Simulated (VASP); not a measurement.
Write the native input for VASP 6.6.1 that does the following.

- Task: single point
- Functional: PBE
- Potentials or basis: VASP PAW PBE potentials, release 64 (B, N)
- Cutoff: 520 eV
- k mesh: 15 × 15 × 15
- Occupations: fermi-dirac, width 0.08 eV
- Spin: no spin polarisation
- Dipole correction: no
- Further INCAR settings: ALGO = Normal; EDIFF = 1e-06; NBANDS = 11

The structure of BN (rocksalt type) lies in POSCAR:

```
BN
1.0
    0.0000000000      1.7159773529      1.7159773529
    1.7159773529      0.0000000000      1.7159773529
    1.7159773529      1.7159773529      0.0000000000
B N
1 1
Direct
    0.0000000000      0.0000000000      0.0000000000
    0.5000000000      0.5000000000      0.5000000000
```

This cell differs from its parent crystal: volume scaled by 0.94.

The input as run:

INCAR

```
PREC = Accurate
ENCUT = 520
EDIFF = 1E-6
ISMEAR = -1
SIGMA = 0.08
LREAL = False
LASPH = True
NELM = 80
ALGO = Normal
ISIF = 2
LWAVE = False
LCHARG = True
GGA = PE
LELF = True
LVHAR = True
NBANDS = 11
```

KPOINTS

```
Automatic mesh
0
Gamma
  15 15 15
```

Potentials or basis: VASP PAW PBE potentials, release 64 (B, N).

Run with:

```sh
$ cat potpaw_PBE.64/B/POTCAR potpaw_PBE.64/N/POTCAR > POTCAR
$ mpirun -np 1 vasp_std > vasp.out
```

It gave:

```
Pressure               : 26.6 GPa
Band gap on the k mesh : 1.66 eV, indirect (least direct gap 6.12 eV)
```

Wall time 7.1 s on 1 thread of Intel(R) Xeon(R) Platinum 8488C (Sapphire Rapids), on a shared host, peak memory 0.12 GiB.
